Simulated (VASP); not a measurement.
Write the native input for VASP 6.6.1 that does the following.

```yaml
Task: single point
Functional: PBEsol
Potentials_or_basis: VASP PAW PBE potentials, release 64 (Y_sv)
Cutoff: 520 eV
k_mesh: 7 × 7 × 4
Occupations: gaussian, width 0.1 eV
Spin: no spin polarisation
Dipole_correction: no
Further_INCAR_settings: ALGO = Normal; EDIFF = 1e-06; NBANDS = 18
```

The structure of Y lies in POSCAR:

```
Y
1.0
    3.6092335411      0.0000000000      0.0000000000
   -1.8046167705      3.1256879348      0.0000000000
    0.0000000000      0.0000000000      5.5785898876
Y
2
Direct
    0.3333333333      0.6666666667      0.2500000000
    0.6666666667      0.3333333333      0.7500000000
```

One way to write it, as run:

INCAR

```
ALGO = Normal
EDIFF = 1E-6
ENCUT = 520
GGA = PS
ISIF = 2
ISMEAR = 0
LASPH = True
LCHARG = True
LELF = True
LREAL = False
LVHAR = True
LWAVE = False
NBANDS = 18
NELM = 80
PREC = Accurate
SIGMA = 0.1
```

KPOINTS

```
k-points
0
Gamma
  7 7 4
```

Potentials or basis: VASP PAW PBE potentials, release 64 (Y_sv).

Run with:

```bash
$ cat potpaw_PBE.64/Y_sv/POTCAR > POTCAR
$ mpirun -np 1 vasp_std > vasp.out
```

Results of the run:

```json
{
  "Pressure": "-0.1 GPa",
  "Band gap on the k mesh": "zero (bands 11 and 12 overlap by 1.62 eV)"
}
```

Caveat: the PAW data sets were made with another functional, which shifts forces and pressure a little.

Wall time 51 s on 1 thread of AMD EPYC 7R13 (shared host), peak memory 0.17 GiB.
